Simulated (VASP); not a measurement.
# B2C (I4/mmm) in VASP: single point with PBE

Aim: the single point of B2C with PBE.

Program: VASP 6.6.1. These are calculated values, not measurements. Logs are shortened: lines on timing, memory, paths and dates and some standing lists are left out, and cuts for length are marked.

**1. The cell of the first run**

The structure is tetragonal, space group I4/mmm (No. 139). The conventional cell has a = 3.445 Å, b = 3.445 Å, c = 3.296 Å, α = 90.00°, β = 90.00°, γ = 90.00°. Within 2.2 Å of B (site symmetry -4m2) lie 2 B at 1.65 Å and 4 C at 1.91 Å. Within 2.5 Å of C (site symmetry 4/mmm) lie 8 B at 1.91 Å.

**2. Single point, PBE**

INCAR

```
SYSTEM = B2C
PREC = Accurate
ENCUT = 600
EDIFF = 1E-6
ISMEAR = 0
SIGMA = 0.2
LREAL = .FALSE.
LASPH = .TRUE.
NELM = 120
ALGO = Normal
ISIF = 2
LWAVE = .FALSE.
LCHARG = .TRUE.
GGA = PE
LELF = .TRUE.
LVHAR = .TRUE.
NBANDS = 12
GGA_COMPAT = .FALSE.
```

KPOINTS

```
Automatic mesh
0
G
  7 7 7
  0 0 0
```

POSCAR

```
B2C
1.0
   -1.7226425807      1.7226425807      1.6481398149
    1.7226425807     -1.7226425807      1.6481398149
    1.7226425807      1.7226425807     -1.6481398149
B C
2 1
Direct
    0.7500000000      0.2500000000      0.5000000000
    0.2500000000      0.7500000000      0.5000000000
    0.0000000000      0.0000000000      0.0000000000
```

Potentials or basis: VASP PAW PBE potentials, release 64 (B, C).

Command:

```console
> cat potpaw_PBE.64/B/POTCAR potpaw_PBE.64/C/POTCAR > POTCAR
> mpirun -np 1 vasp_std > vasp.out
```

OUTCAR:

```text
SYSTEM = B2C
   PREC = Accurate
   ENCUT = 600
   EDIFF = 1E-6
   ISMEAR = 0
   LREAL = .FALSE.
   LASPH = .TRUE.
   NELM = 120
   ISIF = 2
   GGA = PE

 ion  position               nearest neighbor table
   1  0.750  0.250  0.500-   2 1.65   2 1.65   3 1.91   3 1.91   3 1.91   3 1.91
   2  0.250  0.750  0.500-   1 1.65   1 1.65   3 1.91   3 1.91   3 1.91   3 1.91
   3  0.000  0.000  0.000-   1 1.91   2 1.91   1 1.91   2 1.91   1 1.91   2 1.91   1 1.91   2 1.91

  LATTYP: Found a body centered tetragonal cell.
 ALAT       =     3.4452851614
 C/A-ratio  =     0.9567508857

  Lattice vectors:

 A1 = (  -1.7226425807,   1.7226425807,   1.6481398149)
 A2 = (   1.7226425807,  -1.7226425807,   1.6481398149)
 A3 = (   1.7226425807,   1.7226425807,  -1.6481398149)

Analysis of symmetry for initial positions (statically):
=====================================================================
 Subroutine PRICEL returns:
 Original cell was already a primitive cell.

 Routine SETGRP: Setting up the symmetry group for a
 body centered tetragonal supercell.

 Subroutine GETGRP returns: Found 16 space group operations
 (whereof 16 operations were pure point group operations)
 out of a pool of 16 trial point group operations.

The static configuration has the point symmetry D_4h.

Analysis of symmetry for dynamics (positions and initial velocities):
=====================================================================
 Subroutine PRICEL returns:
 Original cell was already a primitive cell.

 Routine SETGRP: Setting up the symmetry group for a
 body centered tetragonal supercell.

 Subroutine GETGRP returns: Found 16 space group operations
 (whereof 16 operations were pure point group operations)
 out of a pool of 16 trial point group operations.

The dynamic configuration has the point symmetry D_4h.

 Subroutine INISYM returns: Found 16 space group operations
 (whereof 16 operations are pure point group operations),
 and found     1 'primitive' translations

----------------------------------------------------------------------------------------

                                     Primitive cell

  volume of cell :      19.5634

  direct lattice vectors                    reciprocal lattice vectors
    -1.722642581  1.722642581  1.648139815     0.000000000  0.290251736  0.303372320
     1.722642581 -1.722642581  1.648139815     0.290251736  0.000000000  0.303372320
     1.722642581  1.722642581 -1.648139815     0.290251736  0.290251736  0.000000000

  length of vectors
     2.941319393  2.941319393  2.941319393     0.419858113  0.419858113  0.410477942

  position of ions in fractional coordinates (direct lattice)
     0.750000000  0.250000000  0.500000000
     0.250000000  0.750000000  0.500000000
     0.000000000  0.000000000  0.000000000

  ion indices of the primitive-cell ions
   primitive index   ion index
                 1           1
                 2           2
                 3           3

----------------------------------------------------------------------------------------

 KPOINTS: Automatic mesh

Automatic generation of k-mesh.
 Grid dimensions read from file:
 generate k-points for:    7    7    7

 Generating k-lattice:

  Cartesian coordinates                     Fractional coordinates (reciprocal lattice)
     0.000000000  0.041464534  0.043338903     0.142857143  0.000000000 -0.000000000
     0.041464534  0.000000000  0.043338903     0.000000000  0.142857143 -0.000000000
     0.041464534  0.041464534  0.000000000     0.000000000  0.000000000  0.142857143

  Length of vectors
     0.059979730  0.059979730  0.058639706

  Shift w.r.t. Gamma in fractional coordinates (k-lattice)
     0.000000000  0.000000000  0.000000000

 Subroutine IBZKPT returns following result:
 ===========================================

 Found     40 irreducible k-points:

 Following reciprocal coordinates:
            Coordinates               Weight
  0.000000  0.000000  0.000000      1.000000
  0.142857 -0.000000  0.000000      8.000000
  0.285714  0.000000 -0.000000      8.000000
  0.428571  0.000000  0.000000      8.000000
  0.142857  0.142857  0.000000      8.000000
  0.285714  0.142857  0.000000     16.000000
[... 16 lines left out ...]
 -0.142857  0.285714  0.142857      8.000000
 -0.428571  0.428571  0.142857      8.000000
 [... further k-points ...]
   k-points           NKPTS =     40   k-points in BZ     NKDIM =     40   number of bands    NBANDS=     12
   number of dos      NEDOS =    301   number of ions     NIONS =      3
   total plane-waves  NPLWV =  13824
   dimension x,y,z NGX =    24 NGY =   24 NGZ =   24
   dimension x,y,z NGXF=    48 NGYF=   48 NGZF=   48
   ions per type =               2   1
   NGX,Y,Z   is equivalent  to a cutoff of  13.57, 13.57, 13.57 a.u.
   NGXF,Y,Z  is equivalent  to a cutoff of  27.13, 27.13, 27.13 a.u.
 SYSTEM =  B2C
   PREC   = accura    normal or accurate (medium, high low for compatibility)
   ISTART =      0    job   : 0-new  1-cont  2-samecut
   ICHARG =      2    charge: 1-file 2-atom 10-const
   ISPIN  =      1    spin polarized calculation?
   LNONCOLLINEAR =      F non collinear calculations
   LSORBIT =      F    spin-orbit coupling
   LASPH  =      T    aspherical Exc in radial PAW
   ENCUT  =  600.0 eV  44.10 Ry    6.64 a.u.   5.87  5.87  5.87*2*pi/ulx,y,z
   NELM   =    120;   NELMIN=  2; NELMDL= -5     # of ELM steps
   EDIFF  = 0.1E-05   stopping-criterion for ELM
   LREAL  =      F    real-space projection
   EDIFFG = 0.1E-04   stopping-criterion for IOM
   NSW    =      0    number of steps for IOM
   IBRION =     -1    ionic relax: 0-MD 1-quasi-New 2-CG
   NFREE  =      0    steps in history (QN), initial steepest desc. (CG)
   ISIF   =      2    stress and relaxation
   ISYM   =      2    0-nonsym 1-usesym 2-fastsym
   POTIM  = 0.5000    time-step for ionic-motion
   TEBEG  =    0.0;   TEEND  =   0.0 temperature during run
   PSTRESS=    0.0 pullay stress
   NELECT =      10.0000    total number of electrons
   NUPDOWN=      -1.0000    fix difference up-down
   EMIN   =  10.00;   EMAX   =-10.00  energy-range for DOS
   EFERMI =   0.00;   METHOD = LEGACY
   ISMEAR =     0;   SIGMA  =   0.20  broadening in eV -4-tet -1-fermi 0-gaus
   EFERMI_NEDOS =   21; number of points for ismear=-14 and -15
   IALGO  =     38    algorithm
   IMIX   =      4    mixing-type and parameters
     AMIX     =   0.40;   BMIX     =  1.00
     AMIX_MAG =   1.60;   BMIX_MAG =  1.00
  volume/ion in A,a.u.               =       6.52        44.01
  Fermi-wavevector in a.u.,A,eV,Ry     =   1.308961  2.473578 23.311934  1.713379
  Thomas-Fermi vector in A             =   2.439592
   LORBIT       =      0    0 simple, 1 ext, 2 COOP (PROOUT), +10 PAW based schemes
   GGA     = PE    functional components
   LHFCALC =     F    Hartree Fock is set to
   AEXX    =    0.0000 exact exchange contribution
   IVDW    =     0    specifies the selected vdW correction
   LEPSILON=     F    determine dielectric tensor
   LRPA    =     F    only Hartree local field effects (RPA)
 non-spin polarized calculation
 Gauss-broadening in eV      SIGMA  =   0.20
  energy-cutoff  :      600.00
  volume of cell :       19.56
 maximum number of plane-waves:       663
   NGX = 11   NGY = 11   NGZ = 11

 number of electron      10.0000000 magnetization

 Free energy of the ion-electron system (eV)
  ---------------------------------------------------
  ext. energy  EPLUGINS =         0.00000000
  ---------------------------------------------------
  free energy    TOTEN  =       -18.43927350 eV

  energy without entropy =      -18.42788016  energy(sigma->0) =      -18.43357683

 E-fermi :   8.9349     XC(G=0): -12.5166

 val. band max:        8.7835275194   @ k =  -0.4286  -0.4286   0.1429
 cond. band min:       9.0294359509   @ k =   0.4286   0.2857   0.0000
 fundamental gap:      0.2459084316
 Fermi energy:         8.9348758087

 k-point     1 :       0.0000    0.0000    0.0000
  band No.  band energies     occupation
      1     -10.0652      2.00000
      2       4.7769      2.00000
      3       5.2180      2.00000
      4       5.2180      2.00000
      5       8.5400      1.99477
      6      10.8293      0.00000
      7      11.9945      0.00000
      8      11.9945      0.00000
      9      15.0908      0.00000
     10      15.0908      0.00000
     11      18.1981      0.00000
     12      18.4338      0.00000

 k-point     2 :       0.1429   -0.0000    0.0000
  band No.  band energies     occupation
      1      -9.6524      2.00000
      2       3.1963      2.00000
      3       4.6132      2.00000
      4       5.5463      2.00000
      5       7.2778      2.00000
      6      10.8656      0.00000
      7      11.0158      0.00000
      8      12.7265      0.00000
      9      16.2299      0.00000
     10      16.5921      0.00000
     11      18.9527      0.00000
     12      20.1889      0.00000

 k-point     3 :       0.2857    0.0000   -0.0000
  band No.  band energies     occupation
      1      -8.4367      2.00000
      2       0.1224      2.00000
      3       3.5517      2.00000
      4       5.3231      2.00000
      5       6.1070      2.00000
      6       9.3437      0.00384
      7      11.5808      0.00000
      8      14.9006      0.00000
      9      17.0535      0.00000
     10      19.5074      0.00000
     11      19.8282      0.00000
     12      23.8149      0.00000
[... 286 lines left out ...]
 k-point    23 :      -0.1429    0.2857    0.1429
  band No.  band energies     occupation
      1      -8.0545      2.00000
      2      -0.0514      2.00000
      3       2.3631      2.00000
      4       4.5871      2.00000
      5       5.6198      2.00000
      6      11.7184      0.00000
      7      13.4017      0.00000
      8      14.4572      0.00000
      9      16.7256      0.00000
     10      17.5462      0.00000
     11      19.0396      0.00000
     12      21.6234      0.00000

 k-point    24 :      -0.4286    0.4286    0.1429
  band No.  band energies     occupation
      1      -6.1493      2.00000
      2      -3.1711      2.00000
      3       0.9696      2.00000
      4       4.1137      2.00000
      5       8.4603      1.99921
      6      10.9730      0.00000
      7      12.7168      0.00000
      8      12.8588      0.00000
      9      17.5285      0.00000
     10      19.4853      0.00000
     11      21.0724      0.00000
     12      21.8071      0.00000

 [... further k-points ...]
[... 5 lines left out ...]
  --------------------------------------------------------------------------------------
  -------------------------------------------------------------------------------------
  Total       -0.0103228     -0.0103228     -0.0143061      0.0000000      0.0000000      0.0000000
  in kB       -0.8454012     -0.8454012     -1.1716222      0.0000000      0.0000000      0.0000000
  external PRESSURE =      -0.9541415 kB  Pullay stress =       0.0000000 kB

 VOLUME and BASIS-vectors are now :
 -----------------------------------------------------------------------------
  energy-cutoff  :      600.00
  volume of cell :       19.56
      direct lattice vectors                 reciprocal lattice vectors
    -1.722642581  1.722642581  1.648139815     0.000000000  0.290251736  0.303372320
     1.722642581 -1.722642581  1.648139815     0.290251736  0.000000000  0.303372320
     1.722642581  1.722642581 -1.648139815     0.290251736  0.290251736  0.000000000

 POSITION                                       TOTAL-FORCE (eV/Angst)
 -----------------------------------------------------------------------------------
      0.00000      1.72264      0.82407        -0.000000     -0.000000      0.000000
      1.72264      0.00000      0.82407         0.000000     -0.000000      0.000000
      0.00000      0.00000      0.00000         0.000000      0.000000     -0.000000
 -----------------------------------------------------------------------------------
    total drift:                                0.000000      0.000000      0.000000

  FREE ENERGIE OF THE ION-ELECTRON SYSTEM (eV)
  ---------------------------------------------------
  free  energy   TOTEN  =       -18.4392734968 eV

  energy  without entropy=      -18.4278801589  energy(sigma->0) =      -18.43357683
```

It took 16 s on 1 thread of Intel Xeon 8259CL, shared host; peak memory 0.13 GiB.

Results:

* Free energy: -18.4393 eV
* Pressure: -0.1 GPa
* Band gap on the k mesh: zero (band 5 reaches 12.43 eV, above the bottom of band 6 at 5.11 eV)

Caveat: the k points lie up to 0.38 Å⁻¹ apart.
